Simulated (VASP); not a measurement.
Here is a VASP 6.6.1 calculation.

Contents of INCAR:

```
SYSTEM = MnAs
PREC = Accurate
ENCUT = 520
EDIFF = 1E-6
ISMEAR = -1
SIGMA = 0.05
LREAL = .False.
LASPH = .True.
NELM = 150
ALGO = Normal
ISIF = 2
LWAVE = .False.
LCHARG = .False.
MAGMOM = 0 0 0 0 0 0 2.309 2.309 2.309 2.309 2.309 2.309
LORBIT = 11
LSORBIT = .True.
GGA_COMPAT = .False.
LORBMOM = .True.
LMAXMIX = 4
GGA = CA
NBANDS = 50
```

KPOINTS

```
regular mesh
0
Gamma
  6 6 4
  0 0 0
```

File POSCAR:

```
MnAs
1.0
    3.7100000000      0.0000000000      0.0000000000
   -1.8550000000      3.2129542480      0.0000000000
    0.0000000000      0.0000000000      5.6910000000
As Mn
2 2
Direct
    0.6666666667      0.3333333333      0.7500000000
    0.3333333333      0.6666666667      0.2500000000
    0.0000000000      0.0000000000      0.5000000000
    0.0000000000      0.0000000000      0.0000000000
```

Potentials or basis: VASP PAW LDA potentials, release 64 (As, Mn_pv).

Launch:

```sh
$ cat potpaw_LDA.64/As/POTCAR potpaw_LDA.64/Mn_pv/POTCAR > POTCAR
$ mpirun -np 1 vasp_ncl > vasp.out
```

Predict the net moment.

5.86 μB per cell.

What does it give for the pressure?

-14.4 GPa.

Stress tensor (GPa, compression positive):
```
-13.56   0.00   0.00
  0.00 -13.56   0.00
  0.00   0.00 -15.97
```

Caveat: the cell stands under tension.
